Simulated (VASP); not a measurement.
# Ta (P6_3/mmc) in VASP: a series of runs

Runs on Ta. Level: PBE. Tasks: single point.

Program: VASP 6.6.1. These are calculated values, not measurements. Logs are shortened: lines on timing, memory, paths and dates and some standing lists are left out, and cuts for length are marked.

**1. The cell of the first run**

It takes space group P6_3/mmc (No. 194, hexagonal). Conventional cell: a = 3.015 Å, b = 3.015 Å, c = 10.318 Å, α = 90.00°, β = 90.00°, γ = 120.00°. Within 4.0 Å of Ta (site symmetry -3m) lie 12 Ta at 3.01 to 3.11 Å. Ta (site symmetry -6m2) has 12 Ta at 3.01 to 3.11 Å within 4.0 Å.

This isn't the form of Ta at room conditions, which is bcc.

**2. Single point, PBE (20.30 Å³/atom)**

The input, INCAR:

```
PREC = Accurate ; ENCUT = 520
EDIFF = 1E-6 ; ISMEAR = -1
SIGMA = 0.1 ; LREAL = False
LASPH = True ; NELM = 60
ALGO = Normal ; ISIF = 2
LWAVE = False ; LCHARG = True
GGA = PE ; LELF = True
LVHAR = True ; NBANDS = 30
```

The input, KPOINTS:

```
Automatic mesh
0
Gamma
  14 14 4
```

The input, POSCAR:

```
Ta
1.0
    3.0145791467      0.0000000000      0.0000000000
   -1.5072895734      2.6107021228      0.0000000000
    0.0000000000      0.0000000000     10.3181317170
Ta
4
Direct
    0.0000000000      1.0000000000      1.0000000000
    0.0000000000      1.0000000000      0.5000000000
    0.3333333333      0.6666666667      0.2500000000
    0.6666666667      0.3333333333      0.7500000000
```

Potentials or basis: VASP PAW PBE potentials, release 64 (Ta_pv).

The run is started by

```sh
$ cat potpaw_PBE.64/Ta_pv/POTCAR > POTCAR
$ mpirun -np 1 vasp_std > vasp.out
```

OUTCAR:

```text
PREC = Accurate
   ENCUT = 520
   EDIFF = 1E-6
   ISMEAR = -1
   LREAL = False
   LASPH = True
   NELM = 60
   ISIF = 2
   GGA = PE

 ion  position               nearest neighbor table
   1  0.000  0.000  0.000-   3 3.11   4 3.11   4 3.11   3 3.11   4 3.11   3 3.11
   2  0.000  0.000  0.500-   3 3.11   4 3.11   4 3.11   3 3.11   4 3.11   3 3.11
   3  0.333  0.667  0.250-   1 3.11   2 3.11   1 3.11   2 3.11   1 3.11   2 3.11
   4  0.667  0.333  0.750-   1 3.11   2 3.11   1 3.11   2 3.11   1 3.11   2 3.11

  LATTYP: Found a hexagonal cell.
 ALAT       =     3.0145791467
 C/A-ratio  =     3.4227436783

  Lattice vectors:

 A1 = (   3.0145791467,   0.0000000000,   0.0000000000)
 A2 = (  -1.5072895734,   2.6107021228,   0.0000000000)
 A3 = (   0.0000000000,   0.0000000000,  10.3181317170)

Analysis of symmetry for initial positions (statically):
=====================================================================
 Subroutine PRICEL returns:
 Original cell was already a primitive cell.

 Routine SETGRP: Setting up the symmetry group for a
 hexagonal supercell.

 Subroutine GETGRP returns: Found 24 space group operations
 (whereof 12 operations were pure point group operations)
 out of a pool of 24 trial point group operations.

The static configuration has the point symmetry D_3d.
 The point group associated with its full space group is D_6h.

Analysis of symmetry for dynamics (positions and initial velocities):
=====================================================================
 Subroutine PRICEL returns:
 Original cell was already a primitive cell.

 Routine SETGRP: Setting up the symmetry group for a
 hexagonal supercell.

 Subroutine GETGRP returns: Found 24 space group operations
 (whereof 12 operations were pure point group operations)
 out of a pool of 24 trial point group operations.

The dynamic configuration has the point symmetry D_3d.
 The point group associated with its full space group is D_6h.

 Subroutine INISYM returns: Found 24 space group operations
 (whereof 12 operations are pure point group operations),
 and found     1 'primitive' translations

----------------------------------------------------------------------------------------

                                     Primitive cell

  volume of cell :      81.2054

  direct lattice vectors                    reciprocal lattice vectors
     3.014579147  0.000000000  0.000000000     0.331721262  0.191519360  0.000000000
    -1.507289573  2.610702123  0.000000000     0.000000000  0.383038720  0.000000000
[... 84 lines left out ...]
   LNONCOLLINEAR =      F non collinear calculations
   LSORBIT =      F    spin-orbit coupling
   LASPH  =      T    aspherical Exc in radial PAW
   ENCUT  =  520.0 eV  38.22 Ry    6.18 a.u.   5.61  5.61 19.18*2*pi/ulx,y,z
   NELM   =     60;   NELMIN=  2; NELMDL= -5     # of ELM steps
   EDIFF  = 0.1E-05   stopping-criterion for ELM
   LREAL  =      F    real-space projection
[... 7 lines left out ...]
   TEBEG  =    0.0;   TEEND  =   0.0 temperature during run
   PSTRESS=    0.0 pullay stress
   NELECT =      44.0000    total number of electrons
   NUPDOWN=      -1.0000    fix difference up-down
   EMIN   =  10.00;   EMAX   =-10.00  energy-range for DOS
   EFERMI =   0.00;   METHOD = LEGACY
   ISMEAR =    -1;   SIGMA  =   0.10  broadening in eV -4-tet -1-fermi 0-gaus
   EFERMI_NEDOS =   21; number of points for ismear=-14 and -15
   IALGO  =     38    algorithm
   IMIX   =      4    mixing-type and parameters
     AMIX     =   0.40;   BMIX     =  1.00
     AMIX_MAG =   1.60;   BMIX_MAG =  1.00
  volume/ion in A,a.u.               =      20.30       137.00
  Fermi-wavevector in a.u.,A,eV,Ry     =   1.334640  2.522103 24.235555  1.781263
  Thomas-Fermi vector in A             =   2.463406
   LORBIT       =      0    0 simple, 1 ext, 2 COOP (PROOUT), +10 PAW based schemes
   GGA     = PE    functional components
   LHFCALC =     F    Hartree Fock is set to
   AEXX    =    0.0000 exact exchange contribution
   IVDW    =     0    specifies the selected vdW correction
   LEPSILON=     F    determine dielectric tensor
   LRPA    =     F    only Hartree local field effects (RPA)
 non-spin polarized calculation
  energy-cutoff  :      520.00
  volume of cell :       81.21
 maximum number of plane-waves:      2222
 NGX is ok and might be reduce to    24
   NGX = 11   NGY = 11   NGZ = 39

 number of electron      44.0000005 magnetization

 Free energy of the ion-electron system (eV)
  ---------------------------------------------------
  ext. energy  EPLUGINS =         0.00000000
  ---------------------------------------------------
  free energy    TOTEN  =       -46.06827758 eV

  energy without entropy =      -45.90176300  energy(sigma->0) =      -45.98502029

 E-fermi :   4.9405     XC(G=0): -12.0161

 val. band max:        4.9369587109   @ k =   0.0714   0.0714   0.2500
 cond. band min:       4.9528411806   @ k =   0.3571   0.1429   0.0000
 fundamental gap:      0.0158824697
 Fermi energy:         4.9405349116

 k-point     1 :       0.0000    0.0000    0.0000
  band No.  band energies     occupation
      1     -29.7246      2.00000
      2     -29.4182      2.00000
      3     -29.3592      2.00000
      4     -29.0511      2.00000
      5     -29.0511      2.00000
      6     -29.0348      2.00000
[... 781 lines left out ...]
     29       8.8014      0.00000
     30       9.2501      0.00000

 [... further k-points ...]

------------------------ aborting loop because EDIFF is reached ----------------------------------------

  FORCE on cell =-STRESS in cart. coord.  units (eV):
  Direction    XX          YY          ZZ          XY          YZ          ZX
  --------------------------------------------------------------------------------------
  -------------------------------------------------------------------------------------
  Total       -6.4149411     -6.4149411     -6.4288290      0.0000000     -0.0000000      0.0000000
  in kB     -126.5663271   -126.5663271   -126.8403332      0.0000000     -0.0000000      0.0000000
  external PRESSURE =    -126.6576625 kB  Pullay stress =       0.0000000 kB

 VOLUME and BASIS-vectors are now :
 -----------------------------------------------------------------------------
  energy-cutoff  :      520.00
  volume of cell :       81.21
      direct lattice vectors                 reciprocal lattice vectors
     3.014579147  0.000000000  0.000000000     0.331721262  0.191519360  0.000000000
    -1.507289573  2.610702123  0.000000000     0.000000000  0.383038720  0.000000000
     0.000000000  0.000000000 10.318131717     0.000000000  0.000000000  0.096916770

 POSITION                                       TOTAL-FORCE (eV/Angst)
 -----------------------------------------------------------------------------------
      0.00000      0.00000      0.00000         0.000000      0.000000      0.000000
      0.00000      0.00000      5.15907         0.000000      0.000000      0.000000
     -0.00000      1.74047      2.57953         0.000000     -0.000000      0.000000
      1.50729      0.87023      7.73860        -0.000000      0.000000     -0.000000
 -----------------------------------------------------------------------------------
    total drift:                               -0.000000      0.000000     -0.000000

  FREE ENERGIE OF THE ION-ELECTRON SYSTEM (eV)
  ---------------------------------------------------
  free  energy   TOTEN  =       -46.0682775812 eV

  energy  without entropy=      -45.9017629994  energy(sigma->0) =      -45.98502029
```

OSZICAR:

```text
N       E                     dE             d eps       ncg     rms          rms(c)
DAV:   1     0.405840836031E+03    0.40584E+03   -0.24454E+04  4360   0.149E+03
DAV:   2    -0.330766160478E+02   -0.43892E+03   -0.42922E+03  4818   0.435E+02
DAV:   3    -0.479865708733E+02   -0.14910E+02   -0.14153E+02  5536   0.714E+01
DAV:   4    -0.482966438607E+02   -0.31007E+00   -0.30709E+00  5288   0.928E+00
DAV:   5    -0.483040672442E+02   -0.74234E-02   -0.74175E-02  5658   0.121E+00    0.216E+01
DAV:   6    -0.465769097844E+02    0.17272E+01   -0.21777E+00  4954   0.103E+01    0.996E+00
DAV:   7    -0.460812872121E+02    0.49562E+00   -0.17962E+00  5058   0.868E+00    0.890E-01
DAV:   8    -0.460743148458E+02    0.69724E-02   -0.11510E-01  5610   0.260E+00    0.641E-01
DAV:   9    -0.460683259946E+02    0.59889E-02   -0.25964E-02  5514   0.115E+00    0.138E-01
DAV:  10    -0.460683134457E+02    0.12549E-04   -0.12847E-03  5114   0.251E-01    0.598E-02
DAV:  11    -0.460682900042E+02    0.23441E-04   -0.10437E-04  5830   0.660E-02    0.357E-02
DAV:  12    -0.460682769774E+02    0.13027E-04   -0.63179E-06  5196   0.220E-02    0.403E-03
DAV:  13    -0.460682775812E+02   -0.60378E-06   -0.45656E-07  3174   0.542E-03
   1 F= -.46068278E+02 E0= -.45985020E+02  d E =-.166515E+00
```

Wall time 54 s (1 thread of Intel Xeon 6975P-C (Granite Rapids), shared host); peak memory 0.28 GiB.

What came out:

| Quantity | Value |
| --- | --- |
| Free energy | -46.0683 eV |
| Pressure | -12.7 GPa |
| Band gap on the k mesh | zero (bands 22 and 23 overlap by 1.02 eV) |

Caveat: the cell stands under tension; spin-orbit coupling is left out, which moves the levels of the heavy elements.

**3. Single point, PBE (21.05 Å³/atom)**

This run uses another cell than the first one, of 21.05 Å³/atom.

The input, INCAR:

```
SYSTEM = Ta
  PREC = Accurate
  ENCUT = 520
  EDIFF = 1E-7
  ISMEAR = -1
  SIGMA = 0.1
  LREAL = .False.
  LASPH = .True.
  NELM = 100
  ALGO = Normal
  ISIF = 2
  LWAVE = .False.
  LCHARG = .False.
  GGA = PE
  NBANDS = 30
```

The input, KPOINTS:

```
Automatic mesh
0
Gamma
  14 14 4
  0 0 0
```

The input, POSCAR:

```
Ta
1.0
    3.0513459306      0.0000000000      0.0000000000
   -1.5256729653      2.6425430916      0.0000000000
    0.0000000000      0.0000000000     10.4439749941
Ta
4
Direct
    0.0000000000      1.0000000000      1.0000000000
    0.0000000000      1.0000000000      0.5000000000
    0.3333333333      0.6666666667      0.2500000000
    0.6666666667      0.3333333333      0.7500000000
```

Potentials or basis: VASP PAW PBE potentials, release 64 (Ta_pv).

The run is started by

```sh
$ cat potpaw_PBE.64/Ta_pv/POTCAR > POTCAR
$ mpirun -np 1 vasp_std > vasp.out
```

Wall time 60 s (1 thread of Intel Xeon 6975P-C (Granite Rapids), shared host); peak memory 0.28 GiB.

The run converged. Its results:

```
Free energy            : -45.7855 eV
Pressure               : -17.4 GPa
Band gap on the k mesh : zero (bands 22 and 23 overlap by 1.01 eV)
```

Stress tensor (GPa, compression positive):
```
-17.44   0.00   0.00
  0.00 -17.44   0.00
  0.00   0.00 -17.31
```

Levels at points of the mesh, in eV from the Fermi level:
```tsv
k point	band 20	band 21	band 22	band 23	band 24	band 25
(0.00, 0.00, 0.00)	-0.04	0.42	0.42	0.50	0.50	0.84
(0.50, 0.00, 0.00)	-0.84	-0.54	0.43	0.58	1.13	1.77
(0.00, 0.00, 0.50)	-0.34	0.52	0.52	0.52	0.52	0.79
(0.50, 0.00, 0.50)	-0.87	0.17	0.17	0.99	0.99	1.00
```

Caveat: the cell stands under tension; spin-orbit coupling is left out, which moves the levels of the heavy elements.
